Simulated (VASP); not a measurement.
# Na4ICl3 (P1) in VASP: single point with PBE

Aim: the single point of Na4ICl3 with PBE.

Program: VASP 6.6.1. These are calculated values, not measurements. Logs are shortened: lines on timing, memory, paths and dates and some standing lists are left out, and cuts for length are marked.

## Step 1: The cell of the first run

The typed cell holds 8 atoms: a = 5.990 Å, b = 5.992 Å, c = 7.254 Å, α = 114.41°, β = 114.38°, γ = 90.00°.

## Step 2: Single point, PBE

The input, INCAR:

```
SYSTEM = Na4ICl3
ALGO = Normal
EDIFF = 1E-6
ENCUT = 520
GGA = PE
ISIF = 2
ISMEAR = 0
LASPH = .TRUE.
LCHARG = .TRUE.
LELF = .TRUE.
LREAL = .FALSE.
LVHAR = .TRUE.
LWAVE = .FALSE.
NBANDS = 38
NELM = 60
PREC = Accurate
SIGMA = 0.1
```

The input, KPOINTS:

```
k-points
0
G
  4 4 4
  0 0 0
```

The input, POSCAR:

```
Na4ICl3
1.0
    5.9896094296     -0.0001119095      0.0000110298
   -0.0001372031      5.9918681380     -0.0013595052
   -2.9947055719     -2.9972134634      5.8883684739
Na I Cl
4 1 3
Direct
    0.5003608128     -0.0013162534      0.0002299512
   -0.0009309838      0.5007757938      0.0002548382
    0.2666904058      0.2651743485      0.5336251135
    0.7332073591      0.7342352191      0.4662160559
    0.0001877023      0.0006093602     -0.0002080829
    0.5000704623      0.5004521282      0.9999398769
    0.2500313714      0.7502050215      0.4996577176
    0.7503828702      0.2498643822      0.5002845296
```

Potentials or basis: VASP PAW PBE potentials, release 64 (Na_pv, I, Cl).

Command:

```console
> cat potpaw_PBE.64/Na_pv/POTCAR potpaw_PBE.64/I/POTCAR potpaw_PBE.64/Cl/POTCAR > POTCAR
> mpirun -np 1 vasp_std > vasp.out
```

OUTCAR:

```text
SYSTEM = Na4ICl3
   EDIFF = 1E-6
   ENCUT = 520
   GGA = PE
   ISIF = 2
   ISMEAR = 0
   LASPH = .TRUE.
   LREAL = .FALSE.
   NELM = 60
   PREC = Accurate

 ion  position               nearest neighbor table
   1  0.500  0.999  0.000-   5 2.99   5 3.00
   2  0.999  0.501  0.000-   5 3.00   5 3.00
   3  0.267  0.265  0.534-   5 3.14
   4  0.733  0.734  0.466-   5 3.14
   5  0.000  0.001  1.000-   1 2.99   1 3.00   2 3.00   2 3.00   4 3.14   3 3.14
   6  0.500  0.500  1.000-
   7  0.250  0.750  0.500-
   8  0.750  0.250  0.500-

  LATTYP: Found a triclinic cell.
 ALAT       =     7.2521661912
 B/A-ratio  =     0.8259062565
 C/A-ratio  =     0.8262177308
 COS(alpha) =     0.0000415826
 COS(beta)  =     0.4127577031
 COS(gamma) =     0.4129645966

  Lattice vectors:

 A1 = (   2.9948427750,  -2.9946546746,  -5.8870089687)
 A2 = (   5.9896094296,  -0.0001119095,   0.0000110298)
 A3 = (   0.0001372031,  -5.9918681380,   0.0013595052)

Analysis of symmetry for initial positions (statically):
=====================================================================
 Subroutine PRICEL returns:
 Original cell was already a primitive cell.

 Routine SETGRP: Setting up the symmetry group for a
 triclinic supercell.

 Subroutine GETGRP returns: Found  1 space group operations
 (whereof  1 operations were pure point group operations)
 out of a pool of  2 trial point group operations.

The static configuration has the point symmetry C_1 .

Analysis of symmetry for dynamics (positions and initial velocities):
=====================================================================
 Subroutine PRICEL returns:
 Original cell was already a primitive cell.

 Routine SETGRP: Setting up the symmetry group for a
 triclinic supercell.

 Subroutine GETGRP returns: Found  1 space group operations
 (whereof  1 operations were pure point group operations)
 out of a pool of  2 trial point group operations.

The dynamic configuration has the point symmetry C_1 .

 Subroutine INISYM returns: Found  1 space group operations
 (whereof  1 operations are pure point group operations),
 and found     1 'primitive' translations

----------------------------------------------------------------------------------------

                                     Primitive cell

  volume of cell :     211.3032

  direct lattice vectors                    reciprocal lattice vectors
     5.989609430 -0.000111909  0.000011030     0.166955638  0.000023091  0.084922027
    -0.000137203  5.991868138 -0.001359505     0.000002962  0.166912135  0.084960745
    -2.994705572 -2.997213463  5.888368474    -0.000000312  0.000038537  0.169845785

  length of vectors
     5.989609431  5.991868294  7.254270004     0.187312403  0.187291188  0.169845790

  position of ions in fractional coordinates (direct lattice)
     0.500360813  0.998683747  0.000229951
     0.999069016  0.500775794  0.000254838
     0.266690406  0.265174348  0.533625114
     0.733207359  0.734235219  0.466216056
     0.000187702  0.000609360  0.999791917
     0.500070462  0.500452128  0.999939877
     0.250031371  0.750205022  0.499657718
     0.750382870  0.249864382  0.500284530

  ion indices of the primitive-cell ions
   primitive index   ion index
                 1           1
                 2           2
                 3           3
                 4           4
                 5           5
                 6           6
                 7           7
                 8           8

----------------------------------------------------------------------------------------

 KPOINTS: k-points

Automatic generation of k-mesh.
 Grid dimensions read from file:
 generate k-points for:    4    4    4

 Generating k-lattice:

  Cartesian coordinates                     Fractional coordinates (reciprocal lattice)
     0.041738910  0.000005773  0.021230507     0.250000000  0.000000000 -0.000000000
     0.000000741  0.041728034  0.021240186    -0.000000000  0.250000000  0.000000000
    -0.000000078  0.000009634  0.042461446    -0.000000000  0.000000000  0.250000000

  Length of vectors
     0.046828101  0.046822797  0.042461447

  Shift w.r.t. Gamma in fractional coordinates (k-lattice)
     0.000000000  0.000000000  0.000000000

 Subroutine IBZKPT returns following result:
 ===========================================

 Found     36 irreducible k-points:

 Following reciprocal coordinates:
            Coordinates               Weight
  0.000000  0.000000  0.000000      1.000000
  0.250000  0.000000 -0.000000      2.000000
  0.500000  0.000000 -0.000000      1.000000
 -0.000000  0.250000  0.000000      2.000000
  0.250000  0.250000  0.000000      2.000000
  0.500000  0.250000  0.000000      2.000000
[... 16 lines left out ...]
  0.000000 -0.250000  0.250000      2.000000
  0.250000 -0.250000  0.250000      2.000000
 [... further k-points ...]
   k-points           NKPTS =     36   k-points in BZ     NKDIM =     36   number of bands    NBANDS=     38
   number of dos      NEDOS =    301   number of ions     NIONS =      8
   total plane-waves  NPLWV = 124416
   dimension x,y,z NGX =    48 NGY =   48 NGZ =   54
   dimension x,y,z NGXF=    96 NGYF=   96 NGZF=  108
   ions per type =               4   1   3
   NGX,Y,Z   is equivalent  to a cutoff of  13.32, 13.32, 12.38 a.u.
   NGXF,Y,Z  is equivalent  to a cutoff of  26.65, 26.64, 24.75 a.u.
 SYSTEM =  Na4ICl3
   PREC   = accura    normal or accurate (medium, high low for compatibility)
   ISTART =      0    job   : 0-new  1-cont  2-samecut
   ICHARG =      2    charge: 1-file 2-atom 10-const
   ISPIN  =      1    spin polarized calculation?
   LNONCOLLINEAR =      F non collinear calculations
   LSORBIT =      F    spin-orbit coupling
   LASPH  =      T    aspherical Exc in radial PAW
   ENCUT  =  520.0 eV  38.22 Ry    6.18 a.u.  11.14 11.14 13.49*2*pi/ulx,y,z
   NELM   =     60;   NELMIN=  2; NELMDL= -5     # of ELM steps
   EDIFF  = 0.1E-05   stopping-criterion for ELM
   LREAL  =      F    real-space projection
   EDIFFG = 0.1E-04   stopping-criterion for IOM
   NSW    =      0    number of steps for IOM
   IBRION =     -1    ionic relax: 0-MD 1-quasi-New 2-CG
   NFREE  =      0    steps in history (QN), initial steepest desc. (CG)
   ISIF   =      2    stress and relaxation
   ISYM   =      2    0-nonsym 1-usesym 2-fastsym
   POTIM  = 0.5000    time-step for ionic-motion
   TEBEG  =    0.0;   TEEND  =   0.0 temperature during run
   PSTRESS=    0.0 pullay stress
   NELECT =      56.0000    total number of electrons
   NUPDOWN=      -1.0000    fix difference up-down
   EMIN   =  10.00;   EMAX   =-10.00  energy-range for DOS
   EFERMI =   0.00;   METHOD = LEGACY
   ISMEAR =     0;   SIGMA  =   0.10  broadening in eV -4-tet -1-fermi 0-gaus
   EFERMI_NEDOS =   21; number of points for ismear=-14 and -15
   IALGO  =     38    algorithm
   IMIX   =      4    mixing-type and parameters
     AMIX     =   0.40;   BMIX     =  1.00
     AMIX_MAG =   1.60;   BMIX_MAG =  1.00
  volume/ion in A,a.u.               =      26.41       178.24
  Fermi-wavevector in a.u.,A,eV,Ry     =   1.051564  1.987167 15.045130  1.105786
  Thomas-Fermi vector in A             =   2.186612
   LORBIT       =      0    0 simple, 1 ext, 2 COOP (PROOUT), +10 PAW based schemes
   GGA     = PE    functional components
   LHFCALC =     F    Hartree Fock is set to
   AEXX    =    0.0000 exact exchange contribution
   IVDW    =     0    specifies the selected vdW correction
   LEPSILON=     F    determine dielectric tensor
   LRPA    =     F    only Hartree local field effects (RPA)
 non-spin polarized calculation
 Gauss-broadening in eV      SIGMA  =   0.10
  energy-cutoff  :      520.00
  volume of cell :      211.30
 maximum number of plane-waves:      5728
 NGX is ok and might be reduce to    48
   NGX = 23   NGY = 23   NGZ = 27

 number of electron      55.9999995 magnetization

 Free energy of the ion-electron system (eV)
  ---------------------------------------------------
  ext. energy  EPLUGINS =         0.00000000
  ---------------------------------------------------
  free energy    TOTEN  =       -25.39810700 eV

  energy without entropy =      -25.39810700  energy(sigma->0) =      -25.39810700

 E-fermi :   0.1291     XC(G=0):  -7.8245

 val. band max:       -0.3509326154   @ k =   0.0000   0.0000   0.0000
 cond. band min:       4.0021770230   @ k =   0.0000   0.0000   0.0000
 fundamental gap:      4.3531096383
 Fermi energy:         0.1291137498

 k-point     1 :       0.0000    0.0000    0.0000
  band No.  band energies     occupation
      1     -21.9621      2.00000
      2     -21.9578      2.00000
      3     -21.9416      2.00000
      4     -21.9373      2.00000
      5     -21.9314      2.00000
      6     -21.9266      2.00000
[... 30 lines left out ...]
     37       8.9460      0.00000
     38       9.5185      0.00000

 k-point     2 :       0.2500    0.0000   -0.0000
  band No.  band energies     occupation
      1     -21.9625      2.00000
      2     -21.9576      2.00000
      3     -21.9419      2.00000
      4     -21.9381      2.00000
      5     -21.9312      2.00000
      6     -21.9267      2.00000
[... 30 lines left out ...]
     37       8.8320      0.00000
     38       9.1166      0.00000

 k-point     3 :       0.5000    0.0000   -0.0000
  band No.  band energies     occupation
      1     -21.9627      2.00000
      2     -21.9574      2.00000
      3     -21.9421      2.00000
      4     -21.9389      2.00000
      5     -21.9311      2.00000
      6     -21.9267      2.00000
[... 30 lines left out ...]
     37       8.1881      0.00000
[... 781 lines left out ...]
 k-point    23 :       0.0000   -0.2500    0.2500
  band No.  band energies     occupation
      1     -21.9620      2.00000
      2     -21.9581      2.00000
      3     -21.9424      2.00000
      4     -21.9374      2.00000
      5     -21.9313      2.00000
      6     -21.9266      2.00000
[... 30 lines left out ...]
     37       8.8331      0.00000
     38       9.1191      0.00000

 k-point    24 :       0.2500   -0.2500    0.2500
  band No.  band energies     occupation
      1     -21.9637      2.00000
      2     -21.9566      2.00000
      3     -21.9435      2.00000
      4     -21.9371      2.00000
      5     -21.9312      2.00000
      6     -21.9265      2.00000
[... 30 lines left out ...]
     37       8.8756      0.00000
     38       8.9347      0.00000

 [... further k-points ...]
[... 5 lines left out ...]
  --------------------------------------------------------------------------------------
  -------------------------------------------------------------------------------------
  Total       -0.0639018     -0.0736067     -0.0618526      0.0006063      0.0011500     -0.0009407
  in kB       -0.4845266     -0.5581128     -0.4689888      0.0045968      0.0087194     -0.0071330
  external PRESSURE =      -0.5038761 kB  Pullay stress =       0.0000000 kB

 VOLUME and BASIS-vectors are now :
 -----------------------------------------------------------------------------
  energy-cutoff  :      520.00
  volume of cell :      211.30
      direct lattice vectors                 reciprocal lattice vectors
     5.989609430 -0.000111909  0.000011030     0.166955638  0.000023091  0.084922027
    -0.000137203  5.991868138 -0.001359505     0.000002962  0.166912135  0.084960745
    -2.994705572 -2.997213463  5.888368474    -0.000000312  0.000038537  0.169845785

 POSITION                                       TOTAL-FORCE (eV/Angst)
 -----------------------------------------------------------------------------------
      2.99614      5.98324      0.00000        -0.000294      0.003993     -0.000970
      5.98320      2.99971      0.00083         0.003191     -0.001012     -0.001066
     -0.00072     -0.01053      3.14182         0.000012      0.004938      0.001758
      2.99535      3.00201      2.74426        -0.000606     -0.005304     -0.001267
     -2.99296     -2.99294      5.88714        -0.000534     -0.001757      0.001455
      0.00063      0.00155      5.88734         0.000219     -0.001654      0.000669
      0.00116      2.99752      2.94115        -0.000933     -0.001089      0.002484
      2.99626     -0.00239      2.94553        -0.001056      0.001885     -0.003064
 -----------------------------------------------------------------------------------
    total drift:                               -0.000091      0.000073      0.000025

  FREE ENERGIE OF THE ION-ELECTRON SYSTEM (eV)
  ---------------------------------------------------
  free  energy   TOTEN  =       -25.3981070005 eV

  energy  without entropy=      -25.3981070005  energy(sigma->0) =      -25.39810700
```

Run time: 5.2 min. Hardware: 1 thread of AMD EPYC 7R43 (Zen 3), shared host; peak memory 0.45 GiB.

What came out:

| Property | Result |
| --- | --- |
| Free energy | -25.3981 eV |
| Pressure | -0.1 GPa |
| Largest force | 0.005 eV/Å |
| Band gap on the k mesh | 4.35 eV |

Forces in eV/Å, atoms in the order of the input:
```
Na   0.000  0.004 -0.001
Na   0.003 -0.001 -0.001
Na   0.000  0.005  0.002
Na  -0.001 -0.005 -0.001
I   -0.001 -0.002  0.001
Cl   0.000 -0.002  0.001
Cl  -0.001 -0.001  0.002
Cl  -0.001  0.002 -0.003
```

Caveat: spin-orbit coupling is left out, which moves the levels of the heavy elements.
